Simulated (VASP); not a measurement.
The system is Ta3AsAu2O13.

```xyz
19
Lattice="5.4020 0.0000 0.0000 -2.0180 5.6073 0.0000 -0.7205 -1.8688 8.4406" Properties=species:S:1:pos:R:3 pbc="T T T"
Ta    0.4002    2.1837    5.0501
Ta    1.8257    1.1438    1.5775
Ta    2.0558    4.8125    0.2330
As    2.8339    4.2867    5.5177
Au   -0.6527    2.7057    1.4549
Au    2.3553    0.2908    6.7965
O     0.1605   -0.0640    1.1950
O     4.6611   -1.5092    7.1855
O    -0.3867    0.3676    5.1916
O    -1.1933    3.4623    4.9263
O     1.2002    2.8654    0.5720
O     2.9819    1.6029    8.2786
O     2.2347   -0.9598    8.3246
O     0.8584    5.1430    1.7712
O     0.4916    1.8956    2.9547
O     3.0770    2.2992    2.4190
O     1.4103    3.9119    4.6513
O     0.5099    2.4957    6.8995
O     2.1718    1.3852    5.1867
```

```yaml
Program: VASP 6.6.1
Task: relaxation of cell and atoms
Functional: PBE
Dispersion: D3
Potentials_or_basis: VASP PAW PBE potentials, release 64 (Ta_pv, As, Au, O)
Cutoff: 600 eV
k_mesh: 6 × 5 × 3
Occupations: fermi-dirac, width 0.05 eV
Spin: no spin polarisation
```

At the start: pressure -1.0 GPa; volume 13.46 Å³/atom.

How do energy, volume and symmetry change on relaxing?

Over 50 steps the energy falls by 3.0 meV/atom and the volume is 13.11 Å³/atom (-2.6 %); space group P1 (No. 1, to 0.1 Å) before and after.

The path:
| step | energy change (eV) | largest force (eV/Å) | pressure (GPa) | volume (Å³) |
| --- | --- | --- | --- | --- |
| 1 | 0.0000 | 0.3976 | -0.95 | 255.67 |
| 3 | -0.0177 | 0.2291 | 0.04 | 253.59 |
| 5 | -0.0284 | 0.3202 | 0.03 | 252.49 |
| 7 | -0.0352 | 0.1638 | -0.14 | 251.85 |
| 9 | -0.0401 | 0.1575 | 0.15 | 251.02 |
| 11 | -0.0442 | 0.1334 | -0.11 | 250.82 |
| 13 | -0.0471 | 0.1295 | -0.01 | 250.38 |
| 15 | -0.0495 | 0.1130 | 0.11 | 249.97 |
| 17 | -0.0511 | 0.0823 | -0.13 | 249.98 |
| 19 | -0.0523 | 0.0733 | 0.10 | 249.59 |
| 21 | -0.0533 | 0.0727 | -0.07 | 249.64 |
| 23 | -0.0541 | 0.0758 | 0.00 | 249.48 |
| 25 | -0.0547 | 0.0720 | 0.03 | 249.39 |
| 27 | -0.0552 | 0.0403 | -0.01 | 249.37 |
| 29 | -0.0556 | 0.0357 | -0.03 | 249.34 |
| 31 | -0.0558 | 0.0247 | 0.03 | 249.23 |
| 33 | -0.0560 | 0.0442 | 0.00 | 249.23 |
| 35 | -0.0562 | 0.0328 | -0.01 | 249.24 |
| 37 | -0.0563 | 0.0328 | -0.02 | 249.22 |
| 39 | -0.0565 | 0.0355 | 0.03 | 249.13 |
| 41 | -0.0566 | 0.0302 | -0.01 | 249.15 |
| 43 | -0.0567 | 0.0220 | 0.00 | 249.14 |
| 45 | -0.0568 | 0.0134 | 0.01 | 249.12 |
| 47 | -0.0568 | 0.0142 | 0.02 | 249.11 |
| 49 | -0.0568 | 0.0283 | -0.02 | 249.15 |
| 50 | -0.0569 | 0.0097 | -0.01 | 249.14 |

Final structure:
```xyz
19
Lattice="5.3867 0.0032 0.0034 -2.0090 5.5744 0.0096 -0.7138 -1.8424 8.2913" Properties=species:S:1:pos:R:3 pbc="T T T"
Ta    0.3602    2.2009    4.9647
Ta    1.8441    1.1020    1.5761
Ta    2.0775    4.7649    0.2707
As    2.8040    4.2782    5.4322
Au   -0.6395    2.6931    1.4099
Au    2.3524    0.2738    6.6160
O     0.2077   -0.1101    1.2323
O     4.6781   -1.5084    7.1012
O    -0.4026    0.3979    5.1205
O    -1.2111    3.4808    4.7867
O     1.2139    2.8286    0.5492
O     2.9907    1.5977    8.0883
O     2.2383   -0.9673    8.1730
O     0.9169    5.1005    1.8316
O     0.4958    1.9052    2.9061
O     3.0747    2.3171    2.3917
O     1.3335    3.9818    4.5980
O     0.4948    2.4985    6.8040
O     2.1657    1.4380    5.0453
```
